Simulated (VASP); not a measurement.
# Si (P6_3/mmc) in VASP: single point with HSE06

Aim: the single point of Si with HSE06.

All numbers are computed with VASP 6.6.1; they aren't measurements. Logs are shortened: lines on timing, memory, paths and dates and some standing lists are left out, and cuts for length are marked.

## Step 1: The cell of the first run

The structure is hexagonal, space group P6_3/mmc (No. 194). Conventional cell: a = 3.820 Å, b = 3.820 Å, c = 6.320 Å, α = 90.00°, β = 90.00°, γ = 120.00°. Si (site symmetry 3m) has 4 Si at 2.35 to 2.36 Å within 3.1 Å.

This isn't the form of Si at room conditions, which is diamond.

## Step 2: Single point, HSE06

File POSCAR:

```
Si
1.0
    3.8200000000      0.0000000000      0.0000000000
   -1.9100000000      3.3082170425      0.0000000000
    0.0000000000      0.0000000000      6.3200000000
Si
4
Direct
    0.3333333333      0.6666666667      0.0000518342
    0.6666666667      0.3333333333      0.5000518342
    0.3333333333      0.6666666667      0.3739481658
    0.6666666667      0.3333333333      0.8739481658
```

File INCAR.step1:

```
ALGO     = Normal         # electronic algorithm
EDIFF    = 1E-5           # SCF threshold, eV
ENCUT    = 520            # plane-wave cutoff, eV
GGA      = PE             # functional
ISIF     = 2              # what is computed and relaxed
ISMEAR   = 0              # smearing method
LASPH    = T              # aspherical terms in the spheres
LCHARG   = F              # write CHGCAR
LREAL    = F              # projectors in reciprocal space
LWAVE    = T              # write WAVECAR
NBANDS   = 16             # bands
NELM     = 60             # most SCF steps
PREC     = Accurate       # precision mode
SIGMA    = 0.01           # smearing width, eV
```

File INCAR.step2:

```
ALGO     = Normal         # electronic algorithm
EDIFF    = 1E-6           # SCF threshold, eV
ENCUT    = 520            # plane-wave cutoff, eV
GGA      = PE             # functional
HFSCREEN = 0.2079         # screening, 1/A
ISIF     = 2              # what is computed and relaxed
ISMEAR   = 0              # smearing method
ISTART   = 1            
LASPH    = T              # aspherical terms in the spheres
LCHARG   = F              # write CHGCAR
LHFCALC  = T              # exact exchange
LREAL    = F              # projectors in reciprocal space
LWAVE    = F              # write WAVECAR
NBANDS   = 16             # bands
NELM     = 60             # most SCF steps
PREC     = Accurate       # precision mode
PRECFOCK = Normal       
SIGMA    = 0.01           # smearing width, eV
```

File KPOINTS:

```
k-points
0
Gamma
  6 6 4
```

Potentials or basis: VASP PAW PBE potentials, release 64 (Si).

Launch:

```sh
$ cat potpaw_PBE.64/Si/POTCAR > POTCAR
$ cp INCAR.step1 INCAR
$ mpirun -np 1 vasp_std > vasp.out
$ cp INCAR.step2 INCAR
$ mpirun -np 1 vasp_std > vasp.out
```

OUTCAR:

```text
EDIFF = 1E-6
   ENCUT = 520
   GGA = PE
   HFSCREEN = 0.2079
   ISIF = 2
   ISMEAR = 0
   ISTART = 1
   LASPH = T
   LHFCALC = T
   LREAL = F
   NELM = 60
   PREC = Accurate
   PRECFOCK = Normal

 ion  position               nearest neighbor table
   1  0.333  0.667  0.000-   4 2.35   4 2.35   4 2.35   3 2.36
   2  0.667  0.333  0.500-   3 2.35   3 2.35   3 2.35   4 2.36
   3  0.333  0.667  0.374-   2 2.35   2 2.35   2 2.35   1 2.36
   4  0.667  0.333  0.874-   1 2.35   1 2.35   1 2.35   2 2.36

  LATTYP: Found a hexagonal cell.
 ALAT       =     3.8200000000
 C/A-ratio  =     1.6544502618

  Lattice vectors:

 A1 = (   3.8200000000,   0.0000000000,   0.0000000000)
 A2 = (  -1.9100000000,   3.3082170425,   0.0000000000)
 A3 = (   0.0000000000,   0.0000000000,   6.3200000000)

Analysis of symmetry for initial positions (statically):
=====================================================================
 Subroutine PRICEL returns:
 Original cell was already a primitive cell.

 Routine SETGRP: Setting up the symmetry group for a
 hexagonal supercell.

 Subroutine GETGRP returns: Found 24 space group operations
 (whereof  6 operations were pure point group operations)
 out of a pool of 24 trial point group operations.

The static configuration has the point symmetry C_3v.
 The point group associated with its full space group is D_6h.

Analysis of symmetry for dynamics (positions and initial velocities):
=====================================================================
 Subroutine PRICEL returns:
 Original cell was already a primitive cell.

 Routine SETGRP: Setting up the symmetry group for a
 hexagonal supercell.

 Subroutine GETGRP returns: Found 24 space group operations
 (whereof  6 operations were pure point group operations)
 out of a pool of 24 trial point group operations.

The dynamic configuration has the point symmetry C_3v.
 The point group associated with its full space group is D_6h.

 Subroutine INISYM returns: Found 24 space group operations
 (whereof  6 operations are pure point group operations),
 and found     1 'primitive' translations

----------------------------------------------------------------------------------------

                                     Primitive cell

  volume of cell :      79.8683

  direct lattice vectors                    reciprocal lattice vectors
     3.820000000  0.000000000  0.000000000     0.261780105  0.151138814  0.000000000
    -1.910000000  3.308217042  0.000000000     0.000000000  0.302277628  0.000000000
     0.000000000  0.000000000  6.320000000     0.000000000  0.000000000  0.158227848

  length of vectors
     3.820000000  3.820000000  6.320000000     0.302277628  0.302277628  0.158227848

  position of ions in fractional coordinates (direct lattice)
     0.333333333  0.666666667  0.000051834
     0.666666667  0.333333333  0.500051834
     0.333333333  0.666666667  0.373948166
     0.666666667  0.333333333  0.873948166

  ion indices of the primitive-cell ions
   primitive index   ion index
                 1           1
                 2           2
                 3           3
                 4           4

----------------------------------------------------------------------------------------

 KPOINTS: k-points

Automatic generation of k-mesh.
 Grid dimensions read from file:
 generate k-points for:    6    6    4

 Generating k-lattice:

  Cartesian coordinates                     Fractional coordinates (reciprocal lattice)
     0.043630017  0.025189802  0.000000000     0.166666667  0.000000000  0.000000000
     0.000000000  0.050379605  0.000000000     0.000000000  0.166666667  0.000000000
     0.000000000  0.000000000  0.039556962     0.000000000  0.000000000  0.250000000

  Length of vectors
     0.050379605  0.050379605  0.039556962

  Shift w.r.t. Gamma in fractional coordinates (k-lattice)
     0.000000000  0.000000000  0.000000000

 Subroutine IBZKPT returns following result:
 ===========================================

 Found     21 irreducible k-points:

 Following reciprocal coordinates:
            Coordinates               Weight
  0.000000  0.000000  0.000000      1.000000
  0.166667  0.000000  0.000000      6.000000
  0.333333 -0.000000  0.000000      6.000000
  0.500000  0.000000  0.000000      3.000000
  0.166667  0.166667  0.000000      6.000000
  0.333333  0.166667  0.000000     12.000000
[... 13 lines left out ...]
  0.333333  0.166667  0.500000     12.000000
  0.333333  0.333333  0.500000      2.000000
   k-points           NKPTS =     21   k-points in BZ     NKDIM =    144   number of bands    NBANDS=     16
   number of dos      NEDOS =    301   number of ions     NIONS =      4
   total plane-waves  NPLWV =  37632
   dimension x,y,z NGX =    28 NGY =   28 NGZ =   48
   dimension x,y,z NGXF=    56 NGYF=   56 NGZF=   96
   ions per type =               4
   NGX,Y,Z   is equivalent  to a cutoff of  12.19, 12.19, 12.63 a.u.
   NGXF,Y,Z  is equivalent  to a cutoff of  24.37, 24.37, 25.25 a.u.
 SYSTEM =  unknown system
   PREC   = accura    normal or accurate (medium, high low for compatibility)
   ISTART =      1    job   : 0-new  1-cont  2-samecut
   ICHARG =      0    charge: 1-file 2-atom 10-const
   ISPIN  =      1    spin polarized calculation?
   LNONCOLLINEAR =      F non collinear calculations
   LSORBIT =      F    spin-orbit coupling
   LASPH  =      T    aspherical Exc in radial PAW
   ENCUT  =  520.0 eV  38.22 Ry    6.18 a.u.   7.10  7.10 11.75*2*pi/ulx,y,z
   NELM   =     60;   NELMIN=  2; NELMDL=  0     # of ELM steps
   EDIFF  = 0.1E-05   stopping-criterion for ELM
   LREAL  =      F    real-space projection
   EDIFFG = 0.1E-04   stopping-criterion for IOM
   NSW    =      0    number of steps for IOM
   IBRION =     -1    ionic relax: 0-MD 1-quasi-New 2-CG
   NFREE  =      0    steps in history (QN), initial steepest desc. (CG)
   ISIF   =      2    stress and relaxation
   ISYM   =      3    0-nonsym 1-usesym 2-fastsym
   POTIM  = 0.5000    time-step for ionic-motion
   TEBEG  =    0.0;   TEEND  =   0.0 temperature during run
   PSTRESS=    0.0 pullay stress
   NELECT =      16.0000    total number of electrons
   NUPDOWN=      -1.0000    fix difference up-down
   EMIN   =  10.00;   EMAX   =-10.00  energy-range for DOS
   EFERMI =   0.00;   METHOD = LEGACY
   ISMEAR =     0;   SIGMA  =   0.01  broadening in eV -4-tet -1-fermi 0-gaus
   EFERMI_NEDOS =   21; number of points for ismear=-14 and -15
   IALGO  =     38    algorithm
   IMIX   =      1    mixing-type and parameters
     AMIX     =   0.40;   BMIX     =  1.00
     AMIX_MAG =   1.60;   BMIX_MAG =  1.00
  volume/ion in A,a.u.               =      19.97       134.74
  Fermi-wavevector in a.u.,A,eV,Ry     =   0.957907  1.810182 12.484513  0.917586
  Thomas-Fermi vector in A             =   2.086967
   LORBIT       =      0    0 simple, 1 ext, 2 COOP (PROOUT), +10 PAW based schemes
   GGA     = PE    functional components
   LHFCALC =     T    Hartree Fock is set to
   PRECFOCK=normal    Normal, Fast or Accurate (Low or Medium for compatibility)
   ENCUT4O =  -1.0   cutoff for four orbital integrals eV
   NKREDX  =     1    reduce k-point grid by
   NKREDY  =     1    reduce k-point grid by
   NKREDZ  =     1    reduce k-point grid by
   AEXX    =    0.2500 exact exchange contribution
   HFSCREEN=    0.2079 screening length (either q_TF or 0.3 A-1)
   HFSCREENC=   0.2079 screening length for correlation (either q_TF or 0.3 A-1)
   ENCUTFOCK=  -1.0 apply spherical cutoff to Coloumb kernel
   IVDW    =     0    specifies the selected vdW correction
   LEPSILON=     F    determine dielectric tensor
   LRPA    =     F    only Hartree local field effects (RPA)
 non-spin polarized calculation
 Gauss-broadening in eV      SIGMA  =   0.01
  energy-cutoff  :      520.00
  volume of cell :       79.87
 maximum number of plane-waves:      2175
  NGX = 24; NGY = 24; NGZ = 36

 number of electron      15.9999999 magnetization

 Free energy of the ion-electron system (eV)
  ---------------------------------------------------
  ext. energy  EPLUGINS =         0.00000000
  ---------------------------------------------------
  free energy    TOTEN  =       -25.03434426 eV

  energy without entropy =      -25.03434426  energy(sigma->0) =      -25.03434426

 E-fermi :   5.8324     XC(G=0):  -7.8515

 val. band max:        5.7888568710   @ k =   0.0000   0.0000   0.0000
 cond. band min:       6.7513327347   @ k =   0.5000   0.0000   0.0000
 fundamental gap:      0.9624758637
 Fermi energy:         5.8323682329

 k-point     1 :       0.0000    0.0000    0.0000
  band No.  band energies     occupation
      1      -7.8222      2.00000
      2      -5.2673      2.00000
      3      -2.2428      2.00000
      4       4.1124      2.00000
      5       4.1124      2.00000
      6       5.4058      2.00000
[... 8 lines left out ...]
     15      10.8384      0.00000
     16      12.6108      0.00000

 k-point     2 :       0.1667    0.0000    0.0000
  band No.  band energies     occupation
      1      -7.4631      2.00000
      2      -4.8977      2.00000
      3      -2.0729      2.00000
      4       2.0945      2.00000
      5       3.5200      2.00000
      6       3.8086      2.00000
[... 8 lines left out ...]
     15      12.0625      0.00000
     16      12.3166      0.00000

 k-point     3 :       0.3333   -0.0000    0.0000
  band No.  band energies     occupation
      1      -6.4358      2.00000
      2      -3.8314      2.00000
      3      -2.3781      2.00000
      4       0.3766      2.00000
      5       0.9506      2.00000
      6       2.7173      2.00000
[... 8 lines left out ...]
     15      13.8063      0.00000
     16      13.9072      0.00000
[... 305 lines left out ...]
 k-point    20 :       0.3333    0.1667    0.5000
  band No.  band energies     occupation
      1      -4.7084      2.00000
      2      -4.7084      2.00000
      3      -1.8193      2.00000
      4      -1.8193      2.00000
      5       1.8488      2.00000
      6       1.8488      2.00000
[... 8 lines left out ...]
     15      13.6153      0.00000
     16      13.6153      0.00000

 k-point    21 :       0.3333    0.3333    0.5000
  band No.  band energies     occupation
      1      -3.9561      2.00000
      2      -3.9561      2.00000
      3      -2.4583      2.00000
      4      -2.4583      2.00000
      5       0.8572      2.00000
      6       0.8572      2.00000
[... 8 lines left out ...]
     15      12.9777      0.00000
     16      12.9777      0.00000

------------------------ aborting loop because EDIFF is reached ----------------------------------------

  FORCE on cell =-STRESS in cart. coord.  units (eV):
  Direction    XX          YY          ZZ          XY          YZ          ZX
  --------------------------------------------------------------------------------------
  -------------------------------------------------------------------------------------
  Total        0.2664760      0.2664760      0.0886508      0.0000000      0.0000000     -0.0000000
  in kB        5.3455737      5.3455737      1.7783570      0.0000000      0.0000000     -0.0000000
  external PRESSURE =       4.1565015 kB  Pullay stress =       0.0000000 kB

 VOLUME and BASIS-vectors are now :
 -----------------------------------------------------------------------------
  energy-cutoff  :      520.00
  volume of cell :       79.87
      direct lattice vectors                 reciprocal lattice vectors
     3.820000000  0.000000000  0.000000000     0.261780105  0.151138814  0.000000000
    -1.910000000  3.308217042  0.000000000     0.000000000  0.302277628  0.000000000
     0.000000000  0.000000000  6.320000000     0.000000000  0.000000000  0.158227848

 POSITION                                       TOTAL-FORCE (eV/Angst)
 -----------------------------------------------------------------------------------
     -0.00000      2.20548      0.00033         0.000000     -0.000000     -0.016729
      1.91000      1.10274      3.16033        -0.000000      0.000000     -0.016729
     -0.00000      2.20548      2.36335         0.000000     -0.000000      0.016729
      1.91000      1.10274      5.52335        -0.000000     -0.000000      0.016729
 -----------------------------------------------------------------------------------
    total drift:                                0.000000      0.000000     -0.000011

  FREE ENERGIE OF THE ION-ELECTRON SYSTEM (eV)
  ---------------------------------------------------
  free  energy   TOTEN  =       -25.0343442593 eV

  energy  without entropy=      -25.0343442593  energy(sigma->0) =      -25.03434426
```

It took 83 min on 1 thread of Oxide Virtual Turin-like, shared host; peak memory 0.28 GiB.

What came out:

* Free energy: -25.0343 eV
* Pressure: 0.4 GPa
* Largest force: 0.017 eV/Å
* Band gap on the k mesh: 0.96 eV (least direct gap 1.73 eV)

Forces on the atoms (eV/Å):
```
Si   0.000  0.000 -0.017
Si   0.000  0.000 -0.017
Si   0.000  0.000  0.017
Si   0.000  0.000  0.017
```

Caveat: the PAW data sets were made with another functional, which shifts forces and pressure a little. A k mesh can miss the band edges.
